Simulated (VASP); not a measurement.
Write the native input for VASP 6.6.1 that does the following.

| Quantity | Value |
| --- | --- |
| Task | relaxation of volume and atoms at fixed shape |
| Functional | PBE |
| Potentials or basis | VASP PAW PBE potentials, release 64 (Co, Ni, O) |
| Cutoff | 600 eV |
| k mesh | 6 × 6 × 4 |
| Occupations | fermi-dirac, width 0.05 eV |
| Spin | collinear spin, ferromagnetic start |
| Starting moments | [2.5, 1.5, 0.0, 0.0] μB |
| Hubbard terms | Co d U = 2.0 eV, Ni d U = 4.0 eV |
| Dipole correction | no |
| Further INCAR settings | ALGO = Normal; EDIFF = 1e-07; IBRION = 2; EDIFFG = -0.01; NSW = 80; ISIF = 8 |

The structure of CoNiO2 lies in POSCAR:

```
CoNiO2
1.0
    3.0143330000      0.0000000000      0.0000000000
    0.0000000000      3.0143330000      0.0000000000
    0.0000000000      0.0000000000      4.2222850000
Co Ni O
1 1 2
Direct
    0.5000000000      0.5000000000      0.5000000000
    0.0000000000      0.0000000000      0.0000000000
    0.5000000000      0.5000000000      0.0000000000
    0.0000000000      0.0000000000      0.5000000000
```

The input as run:

INCAR

```
SYSTEM = CoNiO2
PREC = Accurate ; ENCUT = 600
EDIFF = 1E-7 ; ISMEAR = -1
SIGMA = 0.05 ; LREAL = .FALSE.
LASPH = .TRUE. ; NELM = 200
ALGO = Normal ; ISIF = 8
LWAVE = .FALSE. ; LCHARG = .FALSE.
ISPIN = 2 ; MAGMOM = 2.5 1.5 0 0
LORBIT = 11 ; LMAXMIX = 4
LDAU = .TRUE. ; LDAUTYPE = 2
LDAUL = 2 2 -1 ; LDAUU = 2 4 0
LDAUJ = 0 0 0 ; LDAUPRINT = 1
GGA = PE ; IBRION = 2
NSW = 80 ; EDIFFG = -0.01
GGA_COMPAT = .FALSE. ; NELMIN = 4
```

KPOINTS

```
Automatic mesh
0
G
  6 6 4
  0 0 0
```

Potentials or basis: VASP PAW PBE potentials, release 64 (Co, Ni, O).

Launch:

```bash
$ cat potpaw_PBE.64/Co/POTCAR potpaw_PBE.64/Ni/POTCAR potpaw_PBE.64/O/POTCAR > POTCAR
$ mpirun -np 1 vasp_std > vasp.out
```

Results of the run:

| Property | Result |
| --- | --- |
| Relaxed volume | 9.53 Å³/atom |
| Relaxed cell | a = 3.008 Å, b = 3.008 Å, c = 4.214 Å, α = 90.00°, β = 90.00°, γ = 90.00° |
| Space group after relaxing (to 0.05 Å) | P4/mmm (No. 123) |
| Energy gained by relaxing | 0.2 meV/atom |
| Ionic steps | 3 |
| Pressure after relaxing | 0.0 GPa |
| Net moment | 4.79 μB per cell |
| Site moments | Co +2.56; Ni +1.75; O +0.18, +0.24 μB |
| Valence electrons inside the program's atomic spheres | Co 7.83; Ni 8.90; O 4.99, 5.00 |

Caveat: the k points lie up to 0.37 Å⁻¹ apart in the final cell.

Run time: 70 s on 1 thread of Intel(R) Xeon(R) 6975P-C (Granite Rapids) (shared host), peak memory 0.21 GiB.
